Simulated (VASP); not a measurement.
Here is a VASP 6.6.1 calculation.

The input INCAR:

```
SYSTEM = KBr
PREC = Accurate ; ENCUT = 520
EDIFF = 1E-8 ; ISMEAR = 0
SIGMA = 0.01 ; LREAL = .False.
LASPH = .True. ; NELM = 60
ALGO = Normal ; ISIF = 2
LWAVE = .False. ; LCHARG = .False.
GGA = CA ; NBANDS = 15
IBRION = 8 ; NSW = 1
LEPSILON = .True.
```

Contents of KPOINTS:

```
regular mesh
0
Gamma
  6 6 6
  0 0 0
```

POSCAR

```
KBr
1.0
    3.5714000000      0.0000000000      0.0000000000
    0.0000000000      3.5714000000      0.0000000000
    0.0000000000      0.0000000000      3.5714000000
K Br
1 1
Direct
    0.0000000000      0.0000000000      0.0000000000
    0.5000000000      0.5000000000      0.5000000000
```

Potentials or basis: VASP PAW LDA potentials, release 64 (K_sv, Br).

Run with:

```sh
$ cat potpaw_LDA.64/K_sv/POTCAR potpaw_LDA.64/Br/POTCAR > POTCAR
$ mpirun -np 1 vasp_std > vasp.out
```

(1) What does it give for the electronic dielectric tensor (diagonal)?

(2) Estimate the Born charges (mean of the diagonal).

(3) What does it give for the highest phonon frequency at Γ, LO-TO splitting left out?

## Answers

(1) 3.54.

(2) K +1.17; Br -1.17 e.

(3) 177 cm⁻¹.

Caveat: the cell stands under pressure or tension, which shifts response properties.
